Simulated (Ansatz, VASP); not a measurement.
Two plane-wave programs on SnO2

INCAR

```
  ALGO = Normal
  EDIFF = 1E-6
  ENCUT = 520
  GGA = PS
  ISIF = 2
  ISMEAR = 0
  LASPH = T
  LCHARG = T
  LELF = T
  LREAL = F
  LVHAR = T
  LWAVE = F
  NBANDS = 35
  NELM = 80
  PREC = Accurate
  SIGMA = 0.1
```

KPOINTS

```
k-points
0
Gamma
  6 6 6
```

File POSCAR:

```
SnO2
1.0
   -2.0000686112      2.0000686112      5.1236788559
    2.0000686112     -2.0000686112      5.1236788559
    2.0000686112      2.0000686112     -5.1236788559
Sn O
2 4
Direct
    0.7500000000      0.2500000000      0.5000000000
    0.0000000000      0.0000000000      0.0000000000
    0.7965225900      0.7965225900      0.0000000000
    0.9534774100      0.4534774100      0.5000000000
    0.2034774100      0.2034774100      0.0000000000
    0.5465225900      0.0465225900      0.5000000000
```

Input for Ansatz:

```yaml
crystal:
  lattice:
    - [-2.0000686112, 2.0000686112, 5.1236788559]
    - [2.0000686112, -2.0000686112, 5.1236788559]
    - [2.0000686112, 2.0000686112, -5.1236788559]
  atoms:
    - { symbol: Sn, position: [0.75, 0.25, 0.5] }
    - { symbol: Sn, position: [0.0, 0.0, 0.0] }
    - { symbol: O, position: [0.79652259, 0.79652259, 0.0] }
    - { symbol: O, position: [0.95347741, 0.45347741, 0.5] }
    - { symbol: O, position: [0.20347741, 0.20347741, 0.0] }
    - { symbol: O, position: [0.54652259, 0.04652259, 0.5] }
basis:
  ecutwfc: 420
kpoints:
  mp_grid: { grid: [6, 6, 6] }
hamiltonian:
  xc: pbesol
scf:
  occupations: { method: gaussian, width: 0.1 }
output:
  forces: true
  stress: true
  eigenvalues: true
```

Alike in both runs: task single point; functional PBEsol; k mesh 6 × 6 × 6; occupations gaussian, width 0.1 eV; no spin polarisation.

```csv
,VASP,Ansatz
version,VASP 6.6.1,Ansatz 0.2.0
potentials or method,"VASP PAW PBE potentials, release 64 (Sn_d, O), cutoff 520 eV","scalar-relativistic, plane waves, PAW"
valence electrons in the cell,52,52
```

|  | VASP | Ansatz | Ansatz less VASP |
| --- | --- | --- | --- |
| gap on the k mesh at the Fermi level (eV) | 1.57 | 1.57 | +0.006 |
| least direct gap on the mesh (eV) | 1.94 | 1.95 | +0.006 |
| pressure (GPa) | 1.3 | 0.7 | -0.58 |
| traceless stress, the component that is largest in VASP (GPa) | -0.59 | -0.75 | -0.156 |
| rms of the force components (eV/Å) | 0.027 | 0.038 | +0.0115 |

VASP's potentials were made for PBE, not for PBEsol. Atom by atom the forces differ by 0.011 eV/Å (rms over components).
